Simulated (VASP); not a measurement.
# Cr (I4/mmm) in VASP: single point with BLYP

Aim: the single point of Cr with BLYP.

All numbers are computed with VASP 6.6.1; they aren't measurements. Logs are shortened: lines on timing, memory, paths and dates and some standing lists are left out, and cuts for length are marked.

## Step 1: The cell of the first run

The structure is tetragonal, space group I4/mmm (No. 139). Conventional cell: a = 2.415 Å, b = 2.415 Å, c = 4.358 Å, α = 90.00°, β = 90.00°, γ = 90.00°. Within 3.2 Å of Cr (site symmetry 4/mmm) lie 12 Cr at 2.42 to 2.77 Å.

## Step 2: Single point, BLYP, collinear spin, antiferromagnetic start (12.71 Å³/atom)

INCAR

```
SYSTEM = Cr
  AGGAC = 1.0
  AGGAX = 1.0
  ALDAC = 0.0
  ALDAX = 1.0
  ALGO = Normal
  EDIFF = 1E-6
  ENCUT = 500
  GGA = B5
  GGA_COMPAT = .FALSE.
  ISIF = 2
  ISMEAR = -1
  ISPIN = 2
  LASPH = .TRUE.
  LCHARG = .FALSE.
  LMAXMIX = 4
  LORBIT = 11
  LREAL = .FALSE.
  LWAVE = .FALSE.
  MAGMOM = 1.5 -1.5
  NBANDS = 23
  NELM = 200
  PREC = Accurate
  SIGMA = 0.05
```

KPOINTS

```
k-points
0
G
  15 15 8
  0 0 0
```

POSCAR

```
Cr
1.0
    2.4153775627      0.0000000000      0.0000000000
    0.0000000000      2.4153775627      0.0000000000
    0.0000000000      0.0000000000      4.3581207083
Cr
2
Direct
    0.0000000000      0.0000000000      0.0000000000
    0.5000000000      0.5000000000      0.5000000000
```

Potentials or basis: VASP PAW PBE potentials, release 64 (Cr_pv).

Command:

```bash
$ cat potpaw_PBE.64/Cr_pv/POTCAR > POTCAR
$ mpirun -np 1 vasp_std > vasp.out
```

OUTCAR:

```text
SYSTEM = Cr
   EDIFF = 1E-6
   ENCUT = 500
   GGA = B5
   ISIF = 2
   ISMEAR = -1
   ISPIN = 2
   LASPH = .TRUE.
   LORBIT = 11
   LREAL = .FALSE.
   NELM = 200
   PREC = Accurate

 ion  position               nearest neighbor table
   1  0.000  0.000  0.000-   2 2.77   2 2.77   2 2.77   2 2.77   2 2.77   2 2.77   2 2.77   2 2.77

   2  0.500  0.500  0.500-   1 2.77   1 2.77   1 2.77   1 2.77   1 2.77   1 2.77   1 2.77   1 2.77

  LATTYP: Found a simple tetragonal cell.
 ALAT       =     2.4153775627
 C/A-ratio  =     1.8043227591

  Lattice vectors:

 A1 = (   2.4153775627,   0.0000000000,   0.0000000000)
 A2 = (   0.0000000000,   2.4153775627,   0.0000000000)
 A3 = (   0.0000000000,   0.0000000000,   4.3581207083)

Analysis of symmetry for initial positions (statically):
=====================================================================
 Subroutine PRICEL returns following result:

  LATTYP: Found a body centered tetragonal cell.
 ALAT       =     2.4153775627
 C/A-ratio  =     1.8043227591

  Lattice vectors:

 A1 = (   1.2076887813,  -1.2076887813,  -2.1790603542)
 A2 = (  -1.2076887813,   1.2076887813,  -2.1790603541)
 A3 = (   1.2076887813,   1.2076887813,   2.1790603541)

   2 primitive cells build up your supercell.

 Routine SETGRP: Setting up the symmetry group for a
 simple tetragonal supercell.

 Subroutine GETGRP returns: Found 16 space group operations
 (whereof 16 operations were pure point group operations)
 out of a pool of 16 trial point group operations.

The static configuration has the point symmetry D_4h.

Analysis of symmetry for dynamics (positions and initial velocities):
=====================================================================
 Subroutine PRICEL returns following result:

  LATTYP: Found a body centered tetragonal cell.
 ALAT       =     2.4153775627
 C/A-ratio  =     1.8043227591

  Lattice vectors:

 A1 = (   1.2076887813,  -1.2076887813,  -2.1790603542)
 A2 = (  -1.2076887813,   1.2076887813,  -2.1790603541)
 A3 = (   1.2076887813,   1.2076887813,   2.1790603541)

   2 primitive cells build up your supercell.

 Routine SETGRP: Setting up the symmetry group for a
 simple tetragonal supercell.

 Subroutine GETGRP returns: Found 16 space group operations
 (whereof 16 operations were pure point group operations)
 out of a pool of 16 trial point group operations.

The dynamic configuration has the point symmetry D_4h.

Analysis of structural, dynamic, and magnetic symmetry:
=====================================================================
 Subroutine PRICEL returns following result:

  LATTYP: Found a body centered tetragonal cell.
 ALAT       =     2.4153775627
 C/A-ratio  =     1.8043227591

  Lattice vectors:

 A1 = (   1.2076887813,  -1.2076887813,  -2.1790603542)
 A2 = (  -1.2076887813,   1.2076887813,  -2.1790603541)
 A3 = (   1.2076887813,   1.2076887813,   2.1790603541)

   2 primitive cells build up your supercell.

 Routine SETGRP: Setting up the symmetry group for a
 simple tetragonal supercell.

 Subroutine GETGRP returns: Found 16 space group operations
 (whereof 16 operations were pure point group operations)
 out of a pool of 16 trial point group operations.

The overall configuration has the point symmetry D_4h.

 Subroutine INISYM returns: Found 16 space group operations
 (whereof 16 operations are pure point group operations),
 and found     2 'primitive' translations

----------------------------------------------------------------------------------------

                                     Primitive cell

  volume of cell :      12.7127

  direct lattice vectors                    reciprocal lattice vectors
     1.207688781 -1.207688781 -2.179060354     0.414013948  0.000000000 -0.229456701
    -1.207688781  1.207688781 -2.179060354    -0.000000000  0.414013948 -0.229456701
     1.207688781  1.207688781  2.179060354     0.414013948  0.414013948  0.000000000

  length of vectors
     2.768632950  2.768632950  2.768632950     0.473347575  0.473347575  0.585504140

  position of ions in fractional coordinates (direct lattice)
     0.000000000  0.000000000  0.000000000

  ion indices of the primitive-cell ions
   primitive index   ion index
                 1           1

----------------------------------------------------------------------------------------

 KPOINTS: k-points

Automatic generation of k-mesh.
 Grid dimensions read from file:
 generate k-points for:   15   15    8

 Generating k-lattice:

  Cartesian coordinates                     Fractional coordinates (reciprocal lattice)
     0.027600930  0.000000000  0.000000000     0.066666667  0.000000000  0.000000000
     0.000000000  0.027600930  0.000000000     0.000000000  0.066666667  0.000000000
     0.000000000  0.000000000  0.028682088     0.000000000  0.000000000  0.125000000

  Length of vectors
     0.027600930  0.027600930  0.028682088

  Shift w.r.t. Gamma in fractional coordinates (k-lattice)
     0.000000000  0.000000000  0.000000000

 Subroutine IBZKPT returns following result:
 ===========================================

 Found    180 irreducible k-points:

 Following reciprocal coordinates:
            Coordinates               Weight
  0.000000  0.000000  0.000000      1.000000
  0.066667  0.000000  0.000000      4.000000
  0.133333  0.000000  0.000000      4.000000
  0.200000  0.000000  0.000000      4.000000
  0.266667  0.000000  0.000000      4.000000
  0.333333  0.000000  0.000000      4.000000
[... 16 lines left out ...]
  0.266667  0.200000  0.000000      8.000000
  0.333333  0.200000  0.000000      8.000000
 [... further k-points ...]
   k-points           NKPTS =    180   k-points in BZ     NKDIM =    180   number of bands    NBANDS=     23
   number of dos      NEDOS =    301   number of ions     NIONS =      2
   total plane-waves  NPLWV =  10368
   dimension x,y,z NGX =    18 NGY =   18 NGZ =   32
   dimension x,y,z NGXF=    36 NGYF=   36 NGZF=   64
   ions per type =               2
   NGX,Y,Z   is equivalent  to a cutoff of  12.39, 12.39, 12.21 a.u.
   NGXF,Y,Z  is equivalent  to a cutoff of  24.78, 24.78, 24.41 a.u.
 SYSTEM =  Cr
   PREC   = accura    normal or accurate (medium, high low for compatibility)
   ISTART =      0    job   : 0-new  1-cont  2-samecut
   ICHARG =      2    charge: 1-file 2-atom 10-const
   ISPIN  =      2    spin polarized calculation?
   LNONCOLLINEAR =      F non collinear calculations
   LSORBIT =      F    spin-orbit coupling
   LASPH  =      T    aspherical Exc in radial PAW
   ENCUT  =  500.0 eV  36.75 Ry    6.06 a.u.   4.40  4.40  7.95*2*pi/ulx,y,z
   NELM   =    200;   NELMIN=  2; NELMDL= -5     # of ELM steps
   EDIFF  = 0.1E-05   stopping-criterion for ELM
   LREAL  =      F    real-space projection
   EDIFFG = 0.1E-04   stopping-criterion for IOM
   NSW    =      0    number of steps for IOM
   IBRION =     -1    ionic relax: 0-MD 1-quasi-New 2-CG
   NFREE  =      0    steps in history (QN), initial steepest desc. (CG)
   ISIF   =      2    stress and relaxation
   ISYM   =      2    0-nonsym 1-usesym 2-fastsym
   POTIM  = 0.5000    time-step for ionic-motion
   TEBEG  =    0.0;   TEEND  =   0.0 temperature during run
   PSTRESS=    0.0 pullay stress
   NELECT =      24.0000    total number of electrons
   NUPDOWN=      -1.0000    fix difference up-down
   EMIN   =  10.00;   EMAX   =-10.00  energy-range for DOS
   EFERMI =   0.00;   METHOD = LEGACY
   ISMEAR =    -1;   SIGMA  =   0.05  broadening in eV -4-tet -1-fermi 0-gaus
   EFERMI_NEDOS =   21; number of points for ismear=-14 and -15
   IALGO  =     38    algorithm
   IMIX   =      4    mixing-type and parameters
     AMIX     =   0.40;   BMIX     =  1.00
     AMIX_MAG =   1.60;   BMIX_MAG =  1.00
  volume/ion in A,a.u.               =      12.71        85.79
  Fermi-wavevector in a.u.,A,eV,Ry     =   1.605913  3.034736 35.088855  2.578958
  Thomas-Fermi vector in A             =   2.702184
   LORBIT       =     11    0 simple, 1 ext, 2 COOP (PROOUT), +10 PAW based schemes
   GGA     = B5    functional components
   LHFCALC =     F    Hartree Fock is set to
   AEXX    =    0.0000 exact exchange contribution
   IVDW    =     0    specifies the selected vdW correction
   LEPSILON=     F    determine dielectric tensor
   LRPA    =     F    only Hartree local field effects (RPA)
 spin polarized calculation
  energy-cutoff  :      500.00
  volume of cell :       25.43
 maximum number of plane-waves:       672
 NGX is ok and might be reduce to    18
   NGX =  9   NGY =  9   NGZ = 15

 number of electron      23.9999975 magnetization      -0.0000000

 number of electron      23.9999975 magnetization       0.0000000

 Free energy of the ion-electron system (eV)
  ---------------------------------------------------
  ext. energy  EPLUGINS =         0.00000000
  ---------------------------------------------------
  free energy    TOTEN  =       -16.15822259 eV

  energy without entropy =      -16.13864605  energy(sigma->0) =      -16.14843432

 E-fermi :  10.2089     XC(G=0): -12.5373

 val. band max:       10.1983046445   @ k =   0.3333   0.3333   0.1250
 cond. band min:      10.2150735732   @ k =   0.4667   0.2000   0.2500
 fundamental gap:      0.0167689287
 Fermi energy:        10.2089407640

 spin component 1

 k-point     1 :       0.0000    0.0000    0.0000
  band No.  band energies     occupation
      1     -33.0911      1.00000
      2     -32.6029      1.00000
      3     -32.4915      1.00000
      4     -32.4915      1.00000
      5     -32.3988      1.00000
      6     -32.3988      1.00000
[... 613 lines left out ...]
     22      20.0806      0.00000
     23      25.7979      0.00000

 [... further k-points ...]

 spin component 2

 k-point     1 :       0.0000    0.0000    0.0000
  band No.  band energies     occupation
      1     -33.0911      1.00000
      2     -32.6029      1.00000
      3     -32.4915      1.00000
      4     -32.4915      1.00000
      5     -32.3988      1.00000
      6     -32.3988      1.00000
[... 613 lines left out ...]
     22      20.0806      0.00000
     23      25.7979      0.00000

 [... further k-points ...]

------------------------ aborting loop because EDIFF is reached ----------------------------------------

  FORCE on cell =-STRESS in cart. coord.  units (eV):
  Direction    XX          YY          ZZ          XY          YZ          ZX
  --------------------------------------------------------------------------------------
  -------------------------------------------------------------------------------------
  Total       -1.4696193     -1.4696193     -1.0528441      0.0000000     -0.0000000      0.0000000
  in kB      -92.6074909    -92.6074909    -66.3445642      0.0000000     -0.0000000      0.0000000
  external PRESSURE =     -83.8531820 kB  Pullay stress =       0.0000000 kB

 VOLUME and BASIS-vectors are now :
 -----------------------------------------------------------------------------
  energy-cutoff  :      500.00
  volume of cell :       25.43
      direct lattice vectors                 reciprocal lattice vectors
     2.415377563  0.000000000  0.000000000     0.414013948  0.000000000  0.000000000
     0.000000000  2.415377563  0.000000000     0.000000000  0.414013948  0.000000000
     0.000000000  0.000000000  4.358120708     0.000000000  0.000000000  0.229456701

 POSITION                                       TOTAL-FORCE (eV/Angst)
 -----------------------------------------------------------------------------------
      0.00000      0.00000      0.00000        -0.000000     -0.000000      0.000000
      1.20769      1.20769      2.17906         0.000000      0.000000     -0.000000
 -----------------------------------------------------------------------------------
    total drift:                                0.000000     -0.000000     -0.000000

  FREE ENERGIE OF THE ION-ELECTRON SYSTEM (eV)
  ---------------------------------------------------
  free  energy   TOTEN  =       -16.1582225944 eV

  energy  without entropy=      -16.1386460474  energy(sigma->0) =      -16.14843432

 total charge

# of ion       s       p       d       tot
------------------------------------------
    1        0.381   6.332   4.212  10.925
    2        0.381   6.332   4.212  10.925
--------------------------------------------------
tot          0.761  12.665   8.423  21.849

 magnetization (x)

# of ion       s       p       d       tot
------------------------------------------
    1       -0.000  -0.000  -0.000  -0.000
    2        0.000   0.000   0.000   0.000
--------------------------------------------------
tot          0.000   0.000   0.000   0.000
```

Wall time 2.7 min (1 thread of Oxide Virtual Turin-like, shared host); peak memory 0.2 GiB.

Results:

| Property | Result |
| --- | --- |
| Free energy | -16.1582 eV |
| Pressure | -8.4 GPa |
| Band gap on the k mesh | zero (filled and empty bands overlap) |
| Net moment | 0.00 μB per cell |
| Valence electrons inside the program's atomic spheres | Cr 10.93 |

Levels at points of the mesh, in eV from the Fermi level:
Spin up:
```csv
k point,band 8,band 9,band 10,band 11,band 12,band 13,band 14,band 15,band 16,band 17
"(0.00, 0.00, 0.00)",-4.08,-3.24,-2.10,-0.71,0.18,0.18,0.31,1.90,2.04,2.04
"(0.00, 0.00, 0.50)",-5.35,-2.70,-2.70,-1.45,-1.45,1.03,1.03,1.03,1.03,2.06
```
Spin down:
```
           k point  band 9  band 10  band 11  band 12  band 13  band 14  band 15  band 16
(0.00, 0.00, 0.00)   -3.24    -2.10    -0.71     0.18     0.18     0.31     1.90     2.04
(0.00, 0.00, 0.50)   -2.70    -2.70    -1.45    -1.45     1.03     1.03     1.03     1.03
```

Caveat: the cell stands under tension; an empty level that is flat over the whole mesh can mark a ghost state of the potentials, or a narrow d or f band; the moments typed at the start vanished in this run; the PAW data sets were made with another functional, which shifts forces and pressure a little.
